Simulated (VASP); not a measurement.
A run of VASP 6.6.1:

The input POSCAR:

```
LiCl
1.0
    0.0000000000      2.5647700000      2.5647700000
    2.5647700000      0.0000000000      2.5647700000
    2.5647700000      2.5647700000      0.0000000000
Cl Li
1 1
Direct
    0.5000000000      0.5000000000      0.5000000000
    0.0000000000      0.0000000000      0.0000000000
```

The input INCAR.step1:

```
SYSTEM = LiCl
PREC     = Accurate       ! precision mode
ENCUT    = 520            ! plane-wave cutoff, eV
EDIFF    = 1E-7           ! SCF threshold, eV
ISMEAR   = -1             ! smearing method
SIGMA    = 0.05           ! smearing width, eV
LREAL    = .False.        ! projectors in reciprocal space
LASPH    = .True.         ! aspherical terms in the spheres
NELM     = 80             ! most SCF steps
ALGO     = Normal         ! electronic algorithm
ISIF     = 2              ! what is computed and relaxed
LWAVE    = .False.        ! write WAVECAR
LCHARG   = .True.         ! write CHGCAR
GGA      = CA             ! functional
NBANDS   = 12             ! bands
```

Contents of KPOINTS.step1:

```
regular mesh
0
Gamma
  5 5 5
  0 0 0
```

File INCAR.step2:

```
SYSTEM = LiCl
PREC     = Accurate       ! precision mode
ENCUT    = 520            ! plane-wave cutoff, eV
EDIFF    = 1E-7           ! SCF threshold, eV
ISMEAR   = -5             ! smearing method
SIGMA    = 0.05           ! smearing width, eV
LREAL    = .False.        ! projectors in reciprocal space
LASPH    = .True.         ! aspherical terms in the spheres
NELM     = 80             ! most SCF steps
ALGO     = Normal         ! electronic algorithm
ISIF     = 2              ! what is computed and relaxed
LWAVE    = .False.        ! write WAVECAR
LCHARG   = .False.        ! write CHGCAR
GGA      = CA             ! functional
LORBIT   = 11             ! projections on sites
NBANDS   = 12             ! bands
NEDOS    = 1001           ! points of the DOS
ICHARG   = 11             ! starting density
```

KPOINTS.step2

```
regular mesh
0
Gamma
  8 8 8
  0 0 0
```

Potentials or basis: VASP PAW LDA potentials, release 64 (Cl, Li_sv).

The run is started by

```console
$ cat potpaw_LDA.64/Cl/POTCAR potpaw_LDA.64/Li_sv/POTCAR > POTCAR
$ cp INCAR.step1 INCAR
$ cp KPOINTS.step1 KPOINTS
$ mpirun -np 1 vasp_std > vasp.out
$ cp INCAR.step2 INCAR
$ cp KPOINTS.step2 KPOINTS
$ mpirun -np 1 vasp_std > vasp.out
```

Hardware: 1 thread of Intel(R) Xeon(R) 6975P-C (Granite Rapids), with other jobs on the host.

Q: Estimate the wall time of this run.

A: Run time: 5.2 s on 1 thread of Intel(R) Xeon(R) 6975P-C (Granite Rapids), on a shared host, peak memory 0.13 GiB. Counts: k points 29.
